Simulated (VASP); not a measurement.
Hf5C3: single point with PBE

Hf5C3:

```
Hf C
1.0
     0.00000    4.65882    4.65882
     4.65882    0.00000    4.65882
     4.65882    4.65882    0.00000
Hf C
5 3
Direct
  0.00000 0.00000 0.00000
  0.62477 0.62477 0.62477
  0.62477 0.62477 0.12569
  0.62477 0.12569 0.62477
  0.12569 0.62477 0.62477
  0.25000 0.25000 0.25000
  0.75000 0.75000 0.75000
  0.50000 0.50000 0.50000
```

The cell was generated, and may not be a known phase.

```
Program             : VASP 6.6.1
Task                : single point
Functional          : PBE
Potentials or basis : VASP PAW PBE potentials, release 64 (Hf_pv, C)
Cutoff              : 520 eV
k mesh              : 4 × 4 × 4
Occupations         : gaussian, width 0.2 eV
Spin                : no spin polarisation
```

| Property | Result |
| --- | --- |
| Pressure | 0.2 GPa |
| Largest force | 0.004 eV/Å |
| Band gap on the k mesh | zero (bands 31 and 32 overlap by 0.54 eV) |

Forces on the atoms (eV/Å):
```
Hf   0.000  0.000  0.000
Hf  -0.002 -0.002 -0.002
Hf   0.002  0.002 -0.002
Hf   0.002 -0.002  0.002
Hf  -0.002  0.002  0.002
C    0.000  0.000  0.000
C    0.000  0.000  0.000
C    0.000  0.000  0.000
```

Levels at points of the mesh, in eV from the Fermi level:
```csv
k point,band 29,band 30,band 31,band 32,band 33,band 34
"(0.00, 0.00, 0.00)",-0.17,-0.17,0.54,0.54,0.66,0.66
"(0.50, 0.00, 0.00)",-0.35,-0.35,-0.17,0.09,0.09,0.83
"(0.50, 0.50, 0.00)",-0.99,-0.02,0.26,0.26,0.36,0.84
```

Run time: 3.9 min on 1 thread of Intel Xeon 8259CL, on a shared host, peak memory 0.36 GiB.

Caveat: spin-orbit coupling is left out, which moves the levels of the heavy elements.
